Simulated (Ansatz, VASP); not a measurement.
Two plane-wave programs on SnS2

The input INCAR:

```
SYSTEM = SnS2
ALGO = Normal
EDIFF = 1E-6
ENCUT = 500
GGA = PE
GGA_COMPAT = .FALSE.
ISIF = 2
ISMEAR = 0
LASPH = .TRUE.
LCHARG = .FALSE.
LREAL = .FALSE.
LWAVE = .FALSE.
NBANDS = 20
NELM = 120
PREC = Accurate
SIGMA = 0.01
```

File KPOINTS:

```
k-points
0
G
  5 5 3
  0 0 0
```

The input POSCAR:

```
SnS2
1.0
    3.5773101163      0.0000000000      0.0000000000
   -1.7886550581      3.0980410011      0.0000000000
    0.0000000000      0.0000000000      5.7685231554
Sn S
1 2
Direct
    0.0000000000      0.0000000000      0.0000000000
    0.3333333333      0.6666666667      0.2500000000
    0.6666666667      0.3333333333      0.7500000000
```

Input for Ansatz:

```yaml
crystal:
  lattice:
    - [3.5773101162967813, 0.0, 0.0]
    - [-1.7886550581483907, 3.098041001089682, 0.0]
    - [0.0, 0.0, 5.768523155380466]
  atoms:
    - { symbol: Sn, position: [0.0, 0.0, 0.0] }
    - { symbol: S, position: [0.3333333333333333, 0.6666666666666666, 0.25] }
    - { symbol: S, position: [0.6666666666666666, 0.3333333333333333, 0.75] }
basis:
  ecutwfc: 500.0
kpoints:
  mp_grid:
    grid: [5, 5, 3]
hamiltonian:
  xc: pbe
scf:
  occupations:
    method: fixed
output:
  stress: true
```

Alike in both runs: task single point; functional PBE; k mesh 5 × 5 × 3; no spin polarisation.

```csv
,VASP,Ansatz
version,VASP 6.6.1,Ansatz 0.2.0
potentials or method,"VASP PAW PBE potentials, release 64 (Sn_d, S), cutoff 500 eV","plane waves, PAW"
occupations,"gaussian, width 0.01 eV",fixed
valence electrons in the cell,26,26
```

```tsv
	VASP	Ansatz	Ansatz less VASP
pressure (GPa)	9.5	9.7	+0.15
traceless stress, the component that is largest in VASP (GPa)	-0.76	-0.79	-0.031
```
